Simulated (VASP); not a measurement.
# B16HN16 (a cell with a defect): single point with PBE+D3(BJ)

The system is B16HN16 (a cell with a defect).

```
CELL_PARAMETERS angstrom
-5.01223 2.89381 3.29488
0.00000 -5.78762 3.29488
5.01223 2.89381 3.29488
ATOMIC_POSITIONS crystal
B 0.25286 0.75019 0.00026
B 0.49700 0.49316 0.00395
B 0.75394 0.24894 0.00019
B 0.00332 0.74933 0.24955
B 0.00324 0.99940 0.99931
B 0.25215 0.49898 0.25028
B 0.50273 0.24823 0.25019
B 0.75403 0.75021 0.49910
B 0.75310 0.99943 0.24950
B 0.00400 0.49892 0.49830
B 0.24456 0.24070 0.49080
B 0.49713 0.75412 0.74337
B 0.50260 0.00004 0.49817
B 0.75788 0.49324 0.74331
B 0.00389 0.24814 0.74888
B 0.25193 0.00002 0.74882
N 0.58639 0.08266 0.33270
N 0.83535 0.83151 0.33169
N 0.08663 0.58271 0.33284
N 0.33314 0.07970 0.57938
N 0.33360 0.32977 0.33026
N 0.58723 0.83411 0.58330
N 0.83799 0.58346 0.58337
N 0.08638 0.08255 0.83253
N 0.08380 0.32957 0.57963
N 0.33709 0.83412 0.83348
N 0.55973 0.55590 0.80595
N 0.83532 0.08160 0.08155
N 0.83789 0.33321 0.83343
N 0.08547 0.83151 0.08157
N 0.33713 0.58343 0.08419
N 0.58715 0.33318 0.08408
H 0.45361 0.45035 0.69932
```

```json
{"Program": "VASP 6.6.1", "Task": "single point", "Functional": "PBE", "Dispersion": "D3(BJ)", "Potentials or basis": "VASP PAW PBE potentials, release 64 (B, N, H)", "Cutoff": "520 eV", "k mesh": "2 × 2 × 2, shifted", "Occupations": "gaussian, width 0.02 eV", "Spin": "no spin polarisation"}
```

| Property | Result |
| --- | --- |
| Largest force | 0.036 eV/Å |
| Dispersion energy per atom | -0.142 eV |

Forces in eV/Å, atoms in the order of the input:
```
B    0.002 -0.002  0.002
B    0.001  0.000  0.009
B   -0.003 -0.001  0.001
B   -0.001 -0.001  0.000
B    0.000  0.000 -0.001
B    0.002 -0.007  0.002
B   -0.001  0.002  0.001
B   -0.002  0.003  0.002
B   -0.004 -0.001  0.000
B    0.001 -0.005  0.003
B    0.002 -0.005 -0.002
B   -0.001  0.007  0.012
B   -0.006  0.004 -0.002
B    0.007 -0.005  0.007
B    0.005  0.001 -0.002
B    0.009  0.005 -0.004
N    0.003 -0.001  0.000
N    0.003 -0.001  0.000
N    0.001  0.004 -0.003
N   -0.003 -0.002  0.008
N   -0.003  0.003 -0.008
N    0.006 -0.001  0.000
N   -0.001  0.003 -0.004
N   -0.003 -0.002  0.004
N   -0.002  0.002 -0.001
N   -0.005 -0.001 -0.002
N   -0.010 -0.013  0.015
N    0.003 -0.001  0.001
N   -0.003  0.000 -0.002
N    0.000  0.001  0.001
N   -0.002  0.002 -0.005
N    0.001 -0.002 -0.001
H    0.005  0.012 -0.033
```

Levels at points of the mesh, in eV from the Fermi level:
```
           k point  band 60  band 61  band 62  band 63  band 64  band 65  band 66  band 67  band 68  band 69
(0.25, 0.25, 0.25)    -0.98    -0.98    -0.86    -0.83    -0.83     4.45     4.98     4.98     5.08     5.69
```

Wall time 10 min on 1 thread of Intel Xeon 8259CL (shared host), peak memory 0.38 GiB.

Caveat: the cell carries a net charge on a neutralising background, which shifts energy and pressure; the cell is charged against a uniform background, so pressure and absolute levels hang on convention.
